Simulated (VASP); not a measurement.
A run of VASP 6.6.1 is set up as follows.

Contents of INCAR:

```
  ALGO = Normal
  EDIFF = 1E-6
  ENCUT = 1340
  GGA = PE
  GGA_COMPAT = False
  ISIF = 2
  ISMEAR = 0
  LASPH = True
  LCHARG = False
  LREAL = False
  LWAVE = False
  NBANDS = 15
  NELM = 120
  PREC = Accurate
  SIGMA = 0.01
```

The input KPOINTS:

```
k-points
0
Gamma
  6 6 6
```

File POSCAR:

```
BaO
1.0
    0.0000000000      2.7861883605      2.7861883605
    2.7861883605      0.0000000000      2.7861883605
    2.7861883605      2.7861883605      0.0000000000
Ba O
1 1
Direct
    0.0000000000      0.0000000000      0.0000000000
    0.5000000000      0.5000000000      0.5000000000
```

Potentials or basis: VASP PAW PBE potentials, release 64 (Ba_sv, O_h).

Command:

```bash
$ cat potpaw_PBE.64/Ba_sv/POTCAR potpaw_PBE.64/O_h/POTCAR > POTCAR
$ mpirun -np 1 vasp_std > vasp.out
```

Question: What does it give for the pressure?

Answer: 1.5 GPa.

Question: What does it give for the band gap on the k mesh?

Answer: 2.04 eV.

Caveat: spin-orbit coupling is left out, which moves the levels of the heavy elements. PBE gaps usually lie below the measured ones, often by a third to a half.
